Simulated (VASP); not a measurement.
Input of a VASP 6.6.1 run:

File INCAR:

```
SYSTEM = AlN
  PREC = Accurate
  ENCUT = 520
  EDIFF = 1E-7
  ISMEAR = 0
  SIGMA = 0.05
  LREAL = .False.
  LASPH = .True.
  NELM = 60
  ALGO = Normal
  ISIF = 2
  LWAVE = .False.
  LCHARG = .False.
  GGA = PE
  NBANDS = 16
```

Contents of KPOINTS:

```
Automatic mesh
0
Gamma
  8 8 6
  0 0 0
```

POSCAR

```
AlN
1.0
    0.0000000000     -2.0861995362     -2.0861995362
    0.0000000000      2.0861995362     -2.0861995362
    4.1723990723      0.0000000000      0.0000000000
Al N
2 2
Direct
    0.5115952475      0.4884047525      0.0000000000
   -0.0115952475      0.0115952475      0.5000000000
    0.4957933423      0.5042066577      0.5000000000
    0.0042066577      0.9957933423      0.0000000000
```

Potentials or basis: VASP PAW PBE potentials, release 64 (Al, N).

Command:

```bash
$ cat potpaw_PBE.64/Al/POTCAR potpaw_PBE.64/N/POTCAR > POTCAR
$ mpirun -np 1 vasp_std > vasp.out
```

Question: Estimate the band gap on the k mesh.

Answer: 3.72 eV.

Question: Estimate the largest force.

Answer: 0.381 eV/Å.

Question: Estimate the pressure.

Answer: -16.1 GPa.

Stress tensor (GPa, compression positive):
```
-16.04   0.00   0.00
  0.00 -15.88   0.00
  0.00   0.00 -16.39
```

A k mesh can miss the band edges. A hybrid or GW would open this gap; PBE tends to underestimate it.
